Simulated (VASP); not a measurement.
# Ru (Im-3m) in VASP: notebook

The runs below take Ru through relaxation of cell and atoms, single point, with r2SCAN, r2SCAN0.

Everything below comes from runs of VASP 6.6.1. Logs are shortened: lines on timing, memory, paths and dates and some standing lists are left out, and cuts for length are marked.

## 1. The cell of the first run

Symmetry: Im-3m, No. 229, cubic system. Conventional cell: a = 3.004 Å, b = 3.004 Å, c = 3.004 Å, α = 90.00°, β = 90.00°, γ = 90.00°. Within 3.4 Å of Ru (site symmetry m-3m) lie 14 Ru at 2.60 to 3.00 Å.

This isn't the form of Ru at room conditions, which is hcp.

## 2. Relaxation of cell and atoms, r2SCAN

File POSCAR:

```
Ru
1.0
   -1.5020265709      1.5020265709      1.5020265709
    1.5020265709     -1.5020265709      1.5020265709
    1.5020265709      1.5020265709     -1.5020265709
Ru
1
Direct
    0.0000000000      0.0000000000      0.0000000000
```

File INCAR.step1:

```
ALGO = Normal
EDIFF = 1E-4
ENCUT = 600
GGA = PE
ISMEAR = -1
LASPH = T
LCHARG = F
LREAL = F
LWAVE = T
NELM = 100
PREC = Accurate
SIGMA = 0.1
```

File INCAR.step2:

```
ALGO = Normal
EDIFF = 1E-6
EDIFFG = -0.01
ENCUT = 600
IBRION = 2
ISIF = 3
ISMEAR = -1
ISTART = 1
LASPH = T
LCHARG = F
LMIXTAU = T
LREAL = F
LWAVE = F
METAGGA = R2SCAN
NELM = 100
NSW = 80
PREC = Accurate
SIGMA = 0.1
```

File KPOINTS:

```
k-points
0
Gamma
  15 15 15
```

Potentials or basis: VASP PAW PBE potentials, release 64 (Ru_pv).

The run is started by

```sh
> cat potpaw_PBE.64/Ru_pv/POTCAR > POTCAR
> cp INCAR.step1 INCAR
> mpirun -np 1 vasp_std > vasp.out
> cp INCAR.step2 INCAR
> mpirun -np 1 vasp_std > vasp.out
```

OUTCAR:

```text
EDIFF = 1E-6
   EDIFFG = -0.01
   ENCUT = 600
   IBRION = 2
   ISIF = 3
   ISMEAR = -1
   ISTART = 1
   LASPH = T
   LREAL = F
   METAGGA = R2SCAN
   NELM = 100
   NSW = 80
   PREC = Accurate

 ion  position               nearest neighbor table
   1  0.000  0.000  0.000-

  LATTYP: Found a body centered cubic cell.
 ALAT       =     3.0040531418

  Lattice vectors:

 A1 = (  -1.5020265709,   1.5020265709,   1.5020265709)
 A2 = (   1.5020265709,  -1.5020265709,   1.5020265709)
 A3 = (   1.5020265709,   1.5020265709,  -1.5020265709)

Analysis of symmetry for initial positions (statically):
=====================================================================
 Subroutine PRICEL returns:
 Original cell was already a primitive cell.

 Routine SETGRP: Setting up the symmetry group for a
 body centered cubic supercell.

 Subroutine GETGRP returns: Found 48 space group operations
 (whereof 48 operations were pure point group operations)
 out of a pool of 48 trial point group operations.

The static configuration has the point symmetry O_h .

Analysis of symmetry for dynamics (positions and initial velocities):
=====================================================================
 Subroutine PRICEL returns:
 Original cell was already a primitive cell.

 Routine SETGRP: Setting up the symmetry group for a
 body centered cubic supercell.

 Subroutine GETGRP returns: Found 48 space group operations
 (whereof 48 operations were pure point group operations)
 out of a pool of 48 trial point group operations.

The dynamic configuration has the point symmetry O_h .

 Subroutine INISYM returns: Found 48 space group operations
 (whereof 48 operations are pure point group operations),
 and found     1 'primitive' translations

----------------------------------------------------------------------------------------

                                     Primitive cell

  volume of cell :      13.5548

  direct lattice vectors                    reciprocal lattice vectors
    -1.502026571  1.502026571  1.502026571     0.000000000  0.332883592  0.332883592
     1.502026571 -1.502026571  1.502026571     0.332883592  0.000000000  0.332883592
[... 98 lines left out ...]
   ISMEAR =    -1;   SIGMA  =   0.10  broadening in eV -4-tet -1-fermi 0-gaus
   EFERMI_NEDOS =   21; number of points for ismear=-14 and -15
   IALGO  =     38    algorithm
   IMIX   =      4    mixing-type and parameters
     AMIX     =   0.40;   BMIX     =  1.00
     AMIX_MAG =   1.60;   BMIX_MAG =  1.00
  volume/ion in A,a.u.               =      13.55        91.47
  Fermi-wavevector in a.u.,A,eV,Ry     =   1.654829  3.127174 37.259015  2.738460
  Thomas-Fermi vector in A             =   2.743030
   LORBIT       =      0    0 simple, 1 ext, 2 COOP (PROOUT), +10 PAW based schemes
   METAGGA = R2SCAN    functional components
   LHFCALC =     F    Hartree Fock is set to
   AEXX    =    0.0000 exact exchange contribution
   IVDW    =     0    specifies the selected vdW correction
   LEPSILON=     F    determine dielectric tensor
   LRPA    =     F    only Hartree local field effects (RPA)
 conjugate gradient relaxation of ions
 non-spin polarized calculation
  energy-cutoff  :      600.00
  volume of cell :       13.55
 maximum number of plane-waves:       466
 NGX is ok and might be reduce to    24
   NGX = 11   NGY = 11   NGZ = 11

--------------------------------------- Ionic step        1  -------------------------------------------

 number of electron      13.9999998 magnetization

 Free energy of the ion-electron system (eV)
  ---------------------------------------------------
  ext. energy  EPLUGINS =         0.00000000
  ---------------------------------------------------
  free energy    TOTEN  =       -24.79119148 eV

  energy without entropy =      -24.73520968  energy(sigma->0) =      -24.76320058

------------------------ aborting loop because EDIFF is reached ----------------------------------------

  FORCE on cell =-STRESS in cart. coord.  units (eV):
  Direction    XX          YY          ZZ          XY          YZ          ZX
  --------------------------------------------------------------------------------------
  -------------------------------------------------------------------------------------
  Total        0.9143642      0.9143642      0.9143642      0.0000000      0.0000000      0.0000000
  in kB      108.0779146    108.0779146    108.0779146      0.0000000      0.0000000      0.0000000
  external PRESSURE =     108.0779146 kB  Pullay stress =       0.0000000 kB
[... 92 lines left out ...]
--------------------------------------- Ionic step        4  -------------------------------------------

 number of electron      13.9999998 magnetization

 Free energy of the ion-electron system (eV)
  ---------------------------------------------------
  ext. energy  EPLUGINS =         0.00000000
  ---------------------------------------------------
  free energy    TOTEN  =       -24.80593548 eV

  energy without entropy =      -24.74683092  energy(sigma->0) =      -24.77638320

 E-fermi :  12.3433     XC(G=0): -15.1699

 val. band max:       12.3305272434   @ k =   0.3333   0.1333   0.0667
 cond. band min:      12.3495796646   @ k =   0.2000   0.0000   0.0000
 fundamental gap:      0.0190524212
 Fermi energy:        12.3432625605

 k-point     1 :       0.0000    0.0000    0.0000
  band No.  band energies     occupation
      1     -31.5963      2.00000
      2     -31.5963      2.00000
      3     -31.5963      2.00000
      4       4.0013      2.00000
      5       9.3880      2.00000
      6       9.3880      2.00000
      7       9.3880      2.00000
      8      12.2688      1.35610
      9      12.2688      1.35610
     10      20.7734      0.00000
     11      30.2926      0.00000
[... 309 lines left out ...]
 k-point    24 :       0.4000    0.2000    0.0000
  band No.  band energies     occupation
      1     -32.5186      2.00000
      2     -32.0853      2.00000
      3     -31.7024      2.00000
      4       6.8296      2.00000
      5       7.9220      2.00000
      6      10.1440      2.00000
      7      12.1592      1.72595
      8      13.1706      0.00051
      9      18.5870      0.00000
     10      20.7733      0.00000
     11      22.5716      0.00000

 [... further k-points ...]

------------------------ aborting loop because EDIFF is reached ----------------------------------------

  FORCE on cell =-STRESS in cart. coord.  units (eV):
  Direction    XX          YY          ZZ          XY          YZ          ZX
  --------------------------------------------------------------------------------------
  -------------------------------------------------------------------------------------
  Total       -0.0000167     -0.0000167     -0.0000167      0.0000000      0.0000000     -0.0000000
  in kB       -0.0019049     -0.0019049     -0.0019049      0.0000000      0.0000000     -0.0000000
  external PRESSURE =      -0.0019049 kB  Pullay stress =       0.0000000 kB
[... 16 lines left out ...]
  FREE ENERGIE OF THE ION-ELECTRON SYSTEM (eV)
  ---------------------------------------------------
  free  energy   TOTEN  =       -24.8059354849 eV

  energy  without entropy=      -24.7468309158  energy(sigma->0) =      -24.77638320

 reached required accuracy - stopping structural energy minimisation
```

OUTCAR.step1:

```text
EDIFF = 1E-4
   ENCUT = 600
   GGA = PE
   ISMEAR = -1
   LASPH = T
   LREAL = F
[... 550 lines left out ...]

 POSITION                                       TOTAL-FORCE (eV/Angst)
 -----------------------------------------------------------------------------------
      0.00000      0.00000      0.00000        -0.000000     -0.000000      0.000000
 -----------------------------------------------------------------------------------
    total drift:                               -0.000000      0.000000     -0.000000

  FREE ENERGIE OF THE ION-ELECTRON SYSTEM (eV)
  ---------------------------------------------------
  free  energy   TOTEN  =        -8.6102517223 eV

  energy  without entropy=       -8.5505151280  energy(sigma->0) =       -8.58038343
```

OSZICAR.step1:

```text
N       E                     dE             d eps       ncg     rms          rms(c)
DAV:   1     0.114206697215E+03    0.11421E+03   -0.94355E+03  2640   0.152E+03
DAV:   2    -0.777391421915E+01   -0.12198E+03   -0.11771E+03  2708   0.379E+02
DAV:   3    -0.919218898923E+01   -0.14183E+01   -0.13900E+01  3072   0.448E+01
DAV:   4    -0.919710178795E+01   -0.49128E-02   -0.49113E-02  2988   0.289E+00
DAV:   5    -0.919714609326E+01   -0.44305E-04   -0.44293E-04  3180   0.232E-01    0.135E+01
DAV:   6    -0.865264845380E+01    0.54450E+00   -0.12209E+00  2928   0.144E+01    0.448E+00
DAV:   7    -0.861376611937E+01    0.38882E-01   -0.14872E-01  3078   0.416E+00    0.126E+00
DAV:   8    -0.861051140603E+01    0.32547E-02   -0.10722E-02  2787   0.140E+00    0.156E-01
DAV:   9    -0.861024842629E+01    0.26298E-03   -0.43091E-04  2991   0.301E-01    0.227E-02
DAV:  10    -0.861025172231E+01   -0.32960E-05   -0.38909E-06  1497   0.269E-02
   1 F= -.86102517E+01 E0= -.85803834E+01  d E =-.597366E-01
```

Wall time 6.2 min (1 thread of Intel Xeon 8259CL, shared host); peak memory 0.17 GiB.

What came out:

| Item | Value |
| --- | --- |
| Free energy | -24.8059 eV |
| Relaxed volume | 14.01 Å³/atom |
| Relaxed cell | a = 2.630 Å, b = 2.630 Å, c = 2.630 Å, α = 109.47°, β = 109.47°, γ = 109.47° |
| Space group after relaxing (to 0.1 Å) | Im-3m (No. 229) |
| Energy gained by relaxing | 14.7 meV/atom |
| Ionic steps | 4 |
| Pressure after relaxing | 0.0 GPa |
| Band gap on the k mesh | zero (bands 7 and 8 overlap by 3.30 eV) |

The path:
```csv
step,energy change (eV),largest force (eV/Å),pressure (GPa),volume (Å³)
1,0.0000,0.0000,10.81,13.55
2,0.0984,0.0000,-23.18,15.43
3,-0.0147,0.0000,-0.40,14.03
4,-0.0147,0.0000,0.00,14.01
```

Final structure:
```
CELL_PARAMETERS angstrom
-1.51859 1.51859 1.51859
1.51859 -1.51859 1.51859
1.51859 1.51859 -1.51859
ATOMIC_POSITIONS crystal
Ru 0.00000 0.00000 0.00000
```

Caveat: an empty level that is flat over the whole mesh can mark a ghost state of the potentials, or a narrow d or f band; the PAW data sets were made with another functional, which shifts forces and pressure a little.

## 3. Single point, r2SCAN0

This run uses another cell than the first one, of 13.94 Å³/atom.

File POSCAR:

```
Ru
1.0
   -1.5162517521      1.5162517521      1.5162517521
    1.5162517521     -1.5162517521      1.5162517521
    1.5162517521      1.5162517521     -1.5162517521
Ru
1
Direct
    0.0000000000      0.0000000000      0.0000000000
```

File INCAR.step1:

```
SYSTEM = Ru
ALGO = Normal
EDIFF = 1E-5
ENCUT = 440
GGA = PE
GGA_COMPAT = .FALSE.
ISIF = 2
ISMEAR = -1
LASPH = .TRUE.
LREAL = .FALSE.
LWAVE = .TRUE.
NBANDS = 13
NELM = 120
PREC = Accurate
SIGMA = 0.1
```

File INCAR.step2:

```
SYSTEM = Ru
AEXX = 0.25
ALGO = Normal
EDIFF = 1E-6
ENCUT = 440
GGA_COMPAT = .FALSE.
ISIF = 2
ISMEAR = -1
ISTART = 1
LASPH = .TRUE.
LCHARG = .TRUE.
LELF = .TRUE.
LHFCALC = .TRUE.
LMIXTAU = .TRUE.
LREAL = .FALSE.
LVHAR = .TRUE.
LWAVE = .FALSE.
METAGGA = R2SCAN
NBANDS = 13
NELM = 120
PREC = Accurate
PRECFOCK = Normal
SIGMA = 0.1
```

File KPOINTS:

```
k-points
0
G
  7 7 7
  0 0 0
```

Potentials or basis: VASP PAW PBE potentials, release 64 (Ru_pv).

The run is started by

```sh
> cat potpaw_PBE.64/Ru_pv/POTCAR > POTCAR
> cp INCAR.step1 INCAR
> mpirun -np 1 vasp_std > vasp.out
> cp INCAR.step2 INCAR
> mpirun -np 1 vasp_std > vasp.out
```

Run time: 12 min. Hardware: 1 thread of AMD EPYC 7R13 (Zen 3), shared host; peak memory 0.1 GiB.

The run converged. Its results:

- Free energy: -23.4393 eV
- Pressure: -9.7 GPa
- Band gap on the k mesh: zero (bands 7 and 8 overlap by 3.74 eV)

Levels at points of the mesh, in eV from the Fermi level:
```
           k point  band 5  band 6  band 7  band 8  band 9  band 10
(0.00, 0.00, 0.00)   -4.05   -4.05   -4.05    0.53    0.53    13.68
```

Caveat: the k points lie up to 0.42 Å⁻¹ apart, too coarse for converged energies and pressures of a metal; an empty level that is flat over the whole mesh can mark a ghost state of the potentials, or a narrow d or f band; the PAW data sets were made with another functional, which shifts forces and pressure a little.
